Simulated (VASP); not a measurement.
# HgTe: single point with PBE

The system is HgTe.

```
Te Hg
1.0
     0.00000    3.24000    3.24000
     3.24000    0.00000    3.24000
     3.24000    3.24000    0.00000
Te Hg
1 1
Direct
  0.75000 0.75000 0.75000
  0.00000 0.00000 0.00000
```

* Program: VASP 6.6.1
* Task: single point
* Functional: PBE
* Potentials or basis: VASP PAW PBE potentials, release 64 (Te, Hg)
* Cutoff: 500 eV
* k mesh: 6 × 6 × 6
* Occupations: fermi-dirac, width 0.0005 eV
* Spin: no spin polarisation

| Quantity | Value |
| --- | --- |
| Pressure | 3.4 GPa |
| Band gap on the k mesh | zero (filled and empty bands touch) |

Levels at points of the mesh, in eV from the Fermi level:
| k point | band 7 | band 8 | band 9 | band 10 | band 11 | band 12 |
| --- | --- | --- | --- | --- | --- | --- |
| (0.00, 0.00, 0.00) | -0.75 | 0.00 | 0.00 | 0.00 | 4.24 | 4.24 |
| (0.50, 0.00, 0.00) | -5.44 | -0.97 | -0.97 | 0.70 | 5.04 | 5.04 |
| (0.50, 0.50, 0.00) | -5.40 | -2.24 | -2.24 | 1.90 | 2.51 | 8.19 |

Wall time 19 s on 1 thread of Intel(R) Xeon(R) Platinum 8259CL CPU @ 2.50GHz (Skylake/Cascade Lake), on a shared host, peak memory 0.2 GiB.

Caveat: spin-orbit coupling is left out, which moves the levels of the heavy elements.
